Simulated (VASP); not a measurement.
ZrC: single point with PBE

Crystal: ZrC.

```
Zr C
1.0
     3.24111    0.00000    0.00000
    -1.62055    2.80688    0.00000
     0.00000    0.00000    5.13688
Zr C
2 2
Direct
  0.66667 0.33333 0.75000
  0.33333 0.66667 0.25000
  0.00000 0.00000 0.50000
  0.00000 0.00000 0.00000
```

```json
{
 "Program": "VASP 6.6.1",
 "Task": "single point",
 "Functional": "PBE",
 "Potentials or basis": "VASP PAW PBE potentials, release 64 (Zr_sv, C)",
 "Cutoff": "520 eV",
 "k mesh": "7 × 7 × 4",
 "Occupations": "fermi-dirac, width 0.05 eV",
 "Spin": "no spin polarisation",
 "Dipole correction": "no",
 "Further INCAR settings": "ALGO = Normal; EDIFF = 1e-07; NBANDS = 24"
}
```

- Pressure: 30.3 GPa
- Band gap on the k mesh: zero (band 16 reaches 12.07 eV, above the bottom of band 17 at 10.91 eV)

Levels at points of the mesh, in eV from the Fermi level:
```
           k point  band 13  band 14  band 15  band 16  band 17  band 18  band 19  band 20
(0.00, 0.00, 0.00)    -2.97    -1.15    -1.15     0.98     1.42     1.42     2.00     2.00
(0.00, 0.00, 0.50)    -2.58    -2.58    -2.58    -2.58     3.92     3.92     3.92     3.92
```

Wall time 22 s on 1 thread of Intel(R) Xeon(R) Platinum 8488C (Sapphire Rapids), with other jobs on the host, peak memory 0.16 GiB.
